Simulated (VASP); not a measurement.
**Sb: single point with r2SCANh**

The system is Sb.

```
CELL_PARAMETERS angstrom
2.15420 1.24373 3.75800
-2.15420 1.24373 3.75800
0.00000 -2.48746 3.75800
ATOMIC_POSITIONS crystal
Sb 0.76651 0.76651 0.76651
Sb 0.23349 0.23349 0.23349
```

```yaml
Program: VASP 6.6.1
Task: single point
Functional: r2SCANh
Potentials_or_basis: VASP PAW PBE potentials, release 64 (Sb)
Cutoff: 520 eV
k_mesh: 4 × 4 × 4
Occupations: fermi-dirac, width 0.05 eV
Spin: no spin polarisation
Dipole_correction: no
Grid_for_exact_exchange_PRECFOCK: Normal
Further_INCAR_settings: ALGO = Normal; EDIFF = 1e-06; NBANDS = 12
Share_of_exact_exchange: 0.1
```

```
Pressure      : 1.0 GPa
Largest force : 0.315 eV/Å
```

Forces on the atoms (eV/Å):
```
Sb   0.000  0.000  0.315
Sb   0.000  0.000 -0.315
```

Stress tensor (GPa, compression positive):
```
1.20 0.00 0.00
0.00 1.20 0.00
0.00 0.00 0.47
```

Levels at points of the mesh, in eV from the Fermi level:
| k point | band 3 | band 4 | band 5 | band 6 | band 7 | band 8 |
| --- | --- | --- | --- | --- | --- | --- |
| (0.00, 0.00, 0.00) | -2.38 | -2.08 | -2.08 | 2.60 | 3.28 | 3.28 |
| (0.50, 0.00, 0.00) | -2.22 | -2.09 | -0.37 | 0.28 | 0.69 | 0.86 |
| (0.50, 0.50, 0.00) | -5.96 | -4.20 | -4.09 | 2.11 | 5.75 | 6.41 |
| (0.50, 0.50, 0.50) | -1.52 | -1.52 | -0.24 | 0.43 | 0.43 | 1.59 |

Wall time 18 min on 1 thread of Intel Xeon 8259CL, on a shared host, peak memory 0.22 GiB.

Caveat: the k points lie up to 0.44 Å⁻¹ apart; the PAW data sets were made with another functional, which shifts forces and pressure a little; spin-orbit coupling is left out, which moves the levels of the heavy elements.
